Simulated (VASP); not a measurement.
PbO:

```
Pb O
1.0
     4.03438    0.00000    0.00000
     0.00000    4.03438    0.00000
     0.00000    0.00000    4.99322
Pb O
2 2
Direct
  0.00000 0.50000 0.23775
  0.50000 0.00000 0.76225
  0.00000 0.00000 0.00000
  0.50000 0.50000 0.00000
```

| Item | Value |
| --- | --- |
| Program | VASP 6.6.1 |
| Task | relaxation of cell and atoms |
| Functional | PBE |
| Potentials or basis | VASP PAW PBE potentials, release 64 (Pb_d, O) |
| Cutoff | 600 eV |
| k mesh | 8 × 8 × 6 |
| Occupations | gaussian, width 0.02 eV |
| Spin | no spin polarisation |

At the start: pressure 1.9 GPa; volume 20.32 Å³/atom.

Question: Where does the relaxation end?

Answer: Over 21 steps the energy falls by 10.9 meV/atom and the volume is 22.67 Å³/atom (+11.6 %); space group P4/nmm (No. 129, to 0.1 Å) before and after.

Step by step:
```csv
step,energy change (eV),largest force (eV/Å),pressure (GPa),volume (Å³)
1,0.0000,0.0209,1.86,81.27
2,-0.0085,0.4039,-0.76,84.08
3,-0.0108,0.2725,0.03,83.17
4,-0.0168,0.1920,0.03,83.82
5,-0.0243,0.0293,0.08,85.69
6,-0.0300,0.0040,-0.03,86.45
7,-0.0404,0.0698,-0.24,88.70
8,-0.0364,0.2083,-0.41,93.03
9,-0.0430,0.0865,-0.24,90.12
10,-0.0377,0.2513,1.23,89.57
11,-0.0435,0.0119,0.08,90.00
12,-0.0436,0.0045,0.06,90.30
13,-0.0436,0.0139,0.05,90.48
14,-0.0435,0.0459,-0.22,90.88
15,-0.0437,0.0032,-0.03,90.59
16,-0.0437,0.0076,-0.01,90.62
17,-0.0437,0.0103,0.00,90.63
18,-0.0437,0.0100,0.00,90.63
19,-0.0437,0.0102,0.07,90.62
20,-0.0437,0.0007,0.03,90.62
21,-0.0437,0.0013,0.03,90.68
```

Final structure:
```xyz
4
Lattice="4.0573 0.0000 0.0000 0.0000 4.0573 0.0000 0.0000 0.0000 5.5087" Properties=species:S:1:pos:R:3 pbc="T T T"
Pb    4.0573    2.0287    1.1911
Pb    2.0287    0.0000    4.3176
O     4.0573    0.0000    0.0000
O     2.0287    2.0287    5.5087
```
